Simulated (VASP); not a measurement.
# NbC3 (P6_3/mmc) in VASP: notebook

NbC3 is run at these levels: PBE; tasks: single point, relaxation of cell and atoms.

Everything below comes from runs of VASP 6.6.1. Logs are shortened: lines on timing, memory, paths and dates and some standing lists are left out, and cuts for length are marked.

## (1) The cell of the first run

The structure is hexagonal, space group P6_3/mmc (No. 194). The conventional cell has a = 4.321 Å, b = 4.321 Å, c = 5.231 Å, α = 90.00°, β = 90.00°, γ = 120.00°. Within 2.9 Å of Nb (site symmetry -6m2) lie 6 C at 2.20 Å. Within 1.9 Å of C (site symmetry mm2) lie 2 C at 1.45 Å.

## (2) Single point, PBE

Input file INCAR:

```
SYSTEM = NbC3
PREC = Accurate ; ENCUT = 520
EDIFF = 1E-6 ; ISMEAR = 0
SIGMA = 0.1 ; LREAL = .False.
LASPH = .True. ; NELM = 60
ALGO = Normal ; ISIF = 2
LWAVE = .False. ; LCHARG = .True.
GGA = PE ; LELF = .True.
LVHAR = .True. ; NBANDS = 35
```

Input file KPOINTS:

```
regular mesh
0
Gamma
  6 6 4
  0 0 0
```

Input file POSCAR:

```
NbC3
1.0
    4.3213502242      0.0000000000      0.0000000000
   -2.1606751121      3.7423990728      0.0000000000
    0.0000000000      0.0000000000      5.2312933309
Nb C
2 6
Direct
    0.3333333333      0.6666666667      0.2500000000
    0.6666666667      0.3333333333      0.7500000000
    0.8879013079      0.7758026158      0.2500000000
    0.1120986921      0.8879013079      0.7500000000
    0.2241973842      0.1120986921      0.2500000000
    0.1120986921      0.2241973842      0.7500000000
    0.8879013079      0.1120986921      0.2500000000
    0.7758026158      0.8879013079      0.7500000000
```

Potentials or basis: VASP PAW PBE potentials, release 64 (Nb_sv, C).

Command:

```bash
cat potpaw_PBE.64/Nb_sv/POTCAR potpaw_PBE.64/C/POTCAR > POTCAR
mpirun -np 1 vasp_std > vasp.out
```

OUTCAR:

```text
SYSTEM = NbC3
   PREC = Accurate
   ENCUT = 520
   EDIFF = 1E-6
   ISMEAR = 0
   LREAL = .False.
   LASPH = .True.
   NELM = 60
   ISIF = 2
   GGA = PE

 ion  position               nearest neighbor table
   1  0.333  0.667  0.250-   5 2.20   3 2.20   7 2.20   7 2.20   5 2.20   3 2.20
   2  0.667  0.333  0.750-   8 2.20   6 2.20   4 2.20   4 2.20   8 2.20   6 2.20
   3  0.888  0.776  0.250-   5 1.45   7 1.45   1 2.20   1 2.20
   4  0.112  0.888  0.750-   6 1.45   8 1.45   2 2.20   2 2.20
   5  0.224  0.112  0.250-   3 1.45   7 1.45   1 2.20   1 2.20
   6  0.112  0.224  0.750-   4 1.45   8 1.45   2 2.20   2 2.20
   7  0.888  0.112  0.250-   3 1.45   5 1.45   1 2.20   1 2.20
   8  0.776  0.888  0.750-   6 1.45   4 1.45   2 2.20   2 2.20

  LATTYP: Found a hexagonal cell.
 ALAT       =     4.3213502242
 C/A-ratio  =     1.2105691646

  Lattice vectors:

 A1 = (   4.3213502242,   0.0000000000,   0.0000000000)
 A2 = (  -2.1606751121,   3.7423990728,   0.0000000000)
 A3 = (   0.0000000000,   0.0000000000,   5.2312933309)

Analysis of symmetry for initial positions (statically):
=====================================================================
 Subroutine PRICEL returns:
 Original cell was already a primitive cell.

 Routine SETGRP: Setting up the symmetry group for a
 hexagonal supercell.

 Subroutine GETGRP returns: Found 24 space group operations
 (whereof 12 operations were pure point group operations)
 out of a pool of 24 trial point group operations.

The static configuration has the point symmetry D_3d.
 The point group associated with its full space group is D_6h.

Analysis of symmetry for dynamics (positions and initial velocities):
=====================================================================
 Subroutine PRICEL returns:
 Original cell was already a primitive cell.

 Routine SETGRP: Setting up the symmetry group for a
 hexagonal supercell.

 Subroutine GETGRP returns: Found 24 space group operations
 (whereof 12 operations were pure point group operations)
 out of a pool of 24 trial point group operations.

The dynamic configuration has the point symmetry D_3d.
 The point group associated with its full space group is D_6h.

 Subroutine INISYM returns: Found 24 space group operations
 (whereof 12 operations are pure point group operations),
 and found     1 'primitive' translations

----------------------------------------------------------------------------------------

                                     Primitive cell

  volume of cell :      84.6016

  direct lattice vectors                    reciprocal lattice vectors
     4.321350224  0.000000000  0.000000000     0.231409154  0.133604137  0.000000000
    -2.160675112  3.742399073  0.000000000     0.000000000  0.267208275  0.000000000
     0.000000000  0.000000000  5.231293331     0.000000000  0.000000000  0.191157317

  length of vectors
     4.321350224  4.321350224  5.231293331     0.267208275  0.267208275  0.191157317

  position of ions in fractional coordinates (direct lattice)
     0.333333333  0.666666667  0.250000000
     0.666666667  0.333333333  0.750000000
     0.887901308  0.775802616  0.250000000
     0.112098692  0.887901308  0.750000000
     0.224197384  0.112098692  0.250000000
     0.112098692  0.224197384  0.750000000
     0.887901308  0.112098692  0.250000000
     0.775802616  0.887901308  0.750000000

  ion indices of the primitive-cell ions
   primitive index   ion index
                 1           1
                 2           2
                 3           3
                 4           4
                 5           5
                 6           6
                 7           7
                 8           8

----------------------------------------------------------------------------------------

 KPOINTS: regular mesh

Automatic generation of k-mesh.
 Grid dimensions read from file:
 generate k-points for:    6    6    4

 Generating k-lattice:

  Cartesian coordinates                     Fractional coordinates (reciprocal lattice)
     0.038568192  0.022267356  0.000000000     0.166666667 -0.000000000  0.000000000
     0.000000000  0.044534712  0.000000000     0.000000000  0.166666667  0.000000000
     0.000000000  0.000000000  0.047789329     0.000000000  0.000000000  0.250000000

  Length of vectors
     0.044534712  0.044534712  0.047789329

  Shift w.r.t. Gamma in fractional coordinates (k-lattice)
     0.000000000  0.000000000  0.000000000

 Subroutine IBZKPT returns following result:
 ===========================================

 Found     21 irreducible k-points:

 Following reciprocal coordinates:
            Coordinates               Weight
  0.000000  0.000000  0.000000      1.000000
  0.166667 -0.000000  0.000000      6.000000
  0.333333 -0.000000  0.000000      6.000000
  0.500000 -0.000000  0.000000      3.000000
  0.166667  0.166667  0.000000      6.000000
  0.333333  0.166667  0.000000     12.000000
[... 13 lines left out ...]
  0.333333  0.166667  0.500000     12.000000
  0.333333  0.333333  0.500000      2.000000
   k-points           NKPTS =     21   k-points in BZ     NKDIM =     21   number of bands    NBANDS=     35
   number of dos      NEDOS =    301   number of ions     NIONS =      8
   total plane-waves  NPLWV =  40960
   dimension x,y,z NGX =    32 NGY =   32 NGZ =   40
   dimension x,y,z NGXF=    64 NGYF=   64 NGZF=   80
   ions per type =               2   6
   NGX,Y,Z   is equivalent  to a cutoff of  12.31, 12.31, 12.71 a.u.
   NGXF,Y,Z  is equivalent  to a cutoff of  24.62, 24.62, 25.42 a.u.
 SYSTEM =  NbC3
   PREC   = accura    normal or accurate (medium, high low for compatibility)
   ISTART =      0    job   : 0-new  1-cont  2-samecut
   ICHARG =      2    charge: 1-file 2-atom 10-const
   ISPIN  =      1    spin polarized calculation?
   LNONCOLLINEAR =      F non collinear calculations
   LSORBIT =      F    spin-orbit coupling
   LASPH  =      T    aspherical Exc in radial PAW
   ENCUT  =  520.0 eV  38.22 Ry    6.18 a.u.   8.03  8.03  9.73*2*pi/ulx,y,z
   NELM   =     60;   NELMIN=  2; NELMDL= -5     # of ELM steps
   EDIFF  = 0.1E-05   stopping-criterion for ELM
   LREAL  =      F    real-space projection
[... 7 lines left out ...]
   TEBEG  =    0.0;   TEEND  =   0.0 temperature during run
   PSTRESS=    0.0 pullay stress
   NELECT =      50.0000    total number of electrons
   NUPDOWN=      -1.0000    fix difference up-down
   EMIN   =  10.00;   EMAX   =-10.00  energy-range for DOS
   EFERMI =   0.00;   METHOD = LEGACY
   ISMEAR =     0;   SIGMA  =   0.10  broadening in eV -4-tet -1-fermi 0-gaus
   EFERMI_NEDOS =   21; number of points for ismear=-14 and -15
   IALGO  =     38    algorithm
   IMIX   =      4    mixing-type and parameters
     AMIX     =   0.40;   BMIX     =  1.00
     AMIX_MAG =   1.60;   BMIX_MAG =  1.00
  volume/ion in A,a.u.               =      10.58        71.36
  Fermi-wavevector in a.u.,A,eV,Ry     =   1.373848  2.596196 25.680422  1.887458
  Thomas-Fermi vector in A             =   2.499328
   LORBIT       =      0    0 simple, 1 ext, 2 COOP (PROOUT), +10 PAW based schemes
   GGA     = PE    functional components
   LHFCALC =     F    Hartree Fock is set to
   AEXX    =    0.0000 exact exchange contribution
   IVDW    =     0    specifies the selected vdW correction
   LEPSILON=     F    determine dielectric tensor
   LRPA    =     F    only Hartree local field effects (RPA)
 non-spin polarized calculation
 Gauss-broadening in eV      SIGMA  =   0.10
  energy-cutoff  :      520.00
  volume of cell :       84.60
 maximum number of plane-waves:      2294
   NGX = 17   NGY = 17   NGZ = 19

 number of electron      49.9999998 magnetization

 Free energy of the ion-electron system (eV)
  ---------------------------------------------------
  ext. energy  EPLUGINS =         0.00000000
  ---------------------------------------------------
  free energy    TOTEN  =       -66.34256491 eV

  energy without entropy =      -66.32369180  energy(sigma->0) =      -66.33312836

 E-fermi :   8.6807     XC(G=0): -11.8267

 val. band max:        8.6805064515   @ k =   0.1667  -0.0000   0.0000
 cond. band min:       8.7089230985   @ k =   0.0000   0.0000   0.2500
 fundamental gap:      0.0284166470
 Fermi energy:         8.6807000683

 k-point     1 :       0.0000    0.0000    0.0000
  band No.  band energies     occupation
      1     -47.4328      2.00000
      2     -47.4168      2.00000
      3     -23.5733      2.00000
      4     -23.5733      2.00000
      5     -23.5540      2.00000
      6     -23.5304      2.00000
[... 27 lines left out ...]
     34      12.6622      0.00000
     35      12.8385      0.00000

 k-point     2 :       0.1667   -0.0000    0.0000
  band No.  band energies     occupation
      1     -47.4317      2.00000
      2     -47.4176      2.00000
      3     -23.5833      2.00000
      4     -23.5792      2.00000
      5     -23.5453      2.00000
      6     -23.5418      2.00000
[... 27 lines left out ...]
     34      12.8264      0.00000
     35      12.8317      0.00000

 k-point     3 :       0.3333   -0.0000    0.0000
  band No.  band energies     occupation
      1     -47.4289      2.00000
      2     -47.4197      2.00000
      3     -23.6056      2.00000
      4     -23.5894      2.00000
      5     -23.5619      2.00000
      6     -23.5253      2.00000
[... 27 lines left out ...]
     34      12.9463      0.00000
     35      13.0059      0.00000
[... 609 lines left out ...]
 k-point    20 :       0.3333    0.1667    0.5000
  band No.  band energies     occupation
      1     -47.4241      2.00000
      2     -47.4241      2.00000
      3     -23.6080      2.00000
      4     -23.6080      2.00000
      5     -23.5695      2.00000
      6     -23.5695      2.00000
[... 27 lines left out ...]
     34      12.9652      0.00000
     35      13.5926      0.00000

 k-point    21 :       0.3333    0.3333    0.5000
  band No.  band energies     occupation
      1     -47.4240      2.00000
      2     -47.4240      2.00000
      3     -23.5997      2.00000
      4     -23.5997      2.00000
      5     -23.5875      2.00000
      6     -23.5875      2.00000
[... 27 lines left out ...]
     34      13.3689      0.00000
     35      13.9449      0.00000

------------------------ aborting loop because EDIFF is reached ----------------------------------------

  FORCE on cell =-STRESS in cart. coord.  units (eV):
  Direction    XX          YY          ZZ          XY          YZ          ZX
  --------------------------------------------------------------------------------------
  -------------------------------------------------------------------------------------
  Total        0.1959109      0.1959109      0.1360313      0.0000000     -0.0000000      0.0000000
  in kB        3.7101421      3.7101421      2.5761471      0.0000000     -0.0000000      0.0000000
  external PRESSURE =       3.3321438 kB  Pullay stress =       0.0000000 kB

 VOLUME and BASIS-vectors are now :
 -----------------------------------------------------------------------------
  energy-cutoff  :      520.00
  volume of cell :       84.60
      direct lattice vectors                 reciprocal lattice vectors
     4.321350224  0.000000000  0.000000000     0.231409154  0.133604137  0.000000000
    -2.160675112  3.742399073  0.000000000     0.000000000  0.267208275  0.000000000
     0.000000000  0.000000000  5.231293331     0.000000000  0.000000000  0.191157317

 POSITION                                       TOTAL-FORCE (eV/Angst)
 -----------------------------------------------------------------------------------
     -0.00000      2.49493      1.30782        -0.000000      0.000000     -0.000000
      2.16068      1.24747      3.92347         0.000000      0.000000     -0.000000
      2.16068      2.90336      1.30782        -0.000000     -0.147178      0.000000
     -1.43405      3.32288      3.92347         0.127460     -0.073589      0.000000
      0.72663      0.41952      1.30782         0.127460      0.073589      0.000000
      0.00000      0.83904      3.92347         0.000000      0.147178     -0.000000
      3.59472      0.41952      1.30782        -0.127460      0.073589     -0.000000
      1.43405      3.32288      3.92347        -0.127460     -0.073589     -0.000000
 -----------------------------------------------------------------------------------
    total drift:                               -0.000000      0.000000      0.000000

  FREE ENERGIE OF THE ION-ELECTRON SYSTEM (eV)
  ---------------------------------------------------
  free  energy   TOTEN  =       -66.3425649056 eV

  energy  without entropy=      -66.3236918045  energy(sigma->0) =      -66.33312836
```

It took 55 s on 1 thread of AMD EPYC 7R13 (Zen 3), shared host; peak memory 0.18 GiB.

Results:

```yaml
Free_energy: -66.3426 eV
Pressure: 0.3 GPa
Largest_force: 0.147 eV/Å
Band_gap_on_the_k_mesh: zero (bands 25 and 26 overlap by 1.84 eV)
```

Forces on the atoms (eV/Å):
```
Nb   0.000  0.000  0.000
Nb   0.000  0.000  0.000
C    0.000 -0.147  0.000
C    0.127 -0.074  0.000
C    0.127  0.074  0.000
C    0.000  0.147  0.000
C   -0.127  0.074  0.000
C   -0.127 -0.074  0.000
```

Stress tensor (GPa, compression positive):
```
0.37 0.00 0.00
0.00 0.37 0.00
0.00 0.00 0.26
```

## (3) Relaxation of cell and atoms, PBE

This run uses another cell than the first one, of 9.78 Å³/atom.

Input file INCAR:

```
SYSTEM = NbC3
PREC     = Accurate       ! precision mode
ENCUT    = 600            ! plane-wave cutoff, eV
EDIFF    = 1E-7           ! SCF threshold, eV
ISMEAR   = 0              ! smearing method
SIGMA    = 0.1            ! smearing width, eV
LREAL    = .FALSE.        ! projectors in reciprocal space
LASPH    = .TRUE.         ! aspherical terms in the spheres
NELM     = 100            ! most SCF steps
ALGO     = Normal         ! electronic algorithm
ISIF     = 3              ! what is computed and relaxed
LWAVE    = .FALSE.        ! write WAVECAR
LCHARG   = .FALSE.        ! write CHGCAR
GGA      = PE             ! functional
IBRION   = 2              ! ionic algorithm
NSW      = 90             ! ionic steps
EDIFFG   = -0.04          ! ionic threshold
```

Input file KPOINTS:

```
Automatic mesh
0
G
  6 6 4
  0 0 0
```

Input file POSCAR:

```
NbC3
1.0
    4.8284613056      0.0000000000      0.0000000000
   -2.4142306528      4.1815701518      0.0000000000
    0.0000000000      0.0000000000      3.8755851922
Nb C
2 6
Direct
    0.3333333333      0.6666666667      0.2500000000
    0.6666666667      0.3333333333      0.7500000000
    0.8330000000      0.6660000000      0.2500000000
    0.1670000000      0.8330000000      0.7500000000
    0.3340000000      0.1670000000      0.2500000000
    0.1670000000      0.3340000000      0.7500000000
    0.8330000000      0.1670000000      0.2500000000
    0.6660000000      0.8330000000      0.7500000000
```

Potentials or basis: VASP PAW PBE potentials, release 64 (Nb_sv, C).

Command:

```bash
cat potpaw_PBE.64/Nb_sv/POTCAR potpaw_PBE.64/C/POTCAR > POTCAR
mpirun -np 1 vasp_std > vasp.out
```

Run time: 22 min. Hardware: 1 thread of AMD EPYC 7R13 (Zen 3), shared host; peak memory 0.23 GiB.

Results (log left out):

| Item | Value |
| --- | --- |
| Free energy | -66.2878 eV |
| Relaxed volume | 10.44 Å³/atom |
| Relaxed cell | a = 4.315 Å, b = 4.315 Å, c = 5.179 Å, α = 90.00°, β = 90.00°, γ = 120.00° |
| Space group after relaxing (to 0.1 Å) | P6_3/mmc (No. 194) |
| Pressure after relaxing | 0.2 GPa |
| Largest force after relaxing | 0.022 eV/Å |
| Band gap on the k mesh | zero (bands 25 and 26 overlap by 1.91 eV) |

Forces on the atoms (eV/Å):
```
Nb   0.000  0.000  0.000
Nb   0.000  0.000  0.000
C    0.000  0.022  0.000
C   -0.019  0.011  0.000
C   -0.019 -0.011  0.000
C    0.000 -0.022  0.000
C    0.019 -0.011  0.000
C    0.019  0.011  0.000
```

Stress tensor (GPa, compression positive):
```
 0.54  0.00  0.00
 0.00  0.54  0.00
 0.00  0.00 -0.52
```

Final structure:
```
Nb C
1.0
     4.31527    0.00000    0.00000
    -2.15764    3.73713    0.00000
     0.00000    0.00000    5.17937
Nb C
2 6
Direct
  0.33333 0.66667 0.25000
  0.66667 0.33333 0.75000
  0.88747 0.77495 0.25000
  0.11253 0.88747 0.75000
  0.22505 0.11253 0.25000
  0.11253 0.22505 0.75000
  0.88747 0.11253 0.25000
  0.77495 0.88747 0.75000
```

Levels at points of the mesh, in eV from the Fermi level:
```tsv
k point	band 22	band 23	band 24	band 25	band 26	band 27	band 28	band 29	band 30
(0.00, 0.00, 0.00)	-2.59	-1.74	-1.74	-1.33	-1.33	-0.27	2.77	2.79	3.93
(0.50, 0.00, 0.00)	-3.46	-3.45	-2.25	0.14	0.87	1.08	1.19	1.39	1.73
(0.00, 0.00, 0.50)	-3.54	0.01	0.01	0.01	0.01	0.56	0.56	1.83	1.83
(0.50, 0.00, 0.50)	-3.60	-2.02	-2.02	-0.82	-0.82	1.40	1.40	1.80	1.80
```

Caveat: the k points lie up to 0.30 Å⁻¹ apart in the final cell, too coarse for converged energies and pressures of a metal; a cell axis changed by over 15 % at a fixed basis, so the end point is rough.

The gap in the log of VASP goes by the Fermi energy; the results here count the filled bands.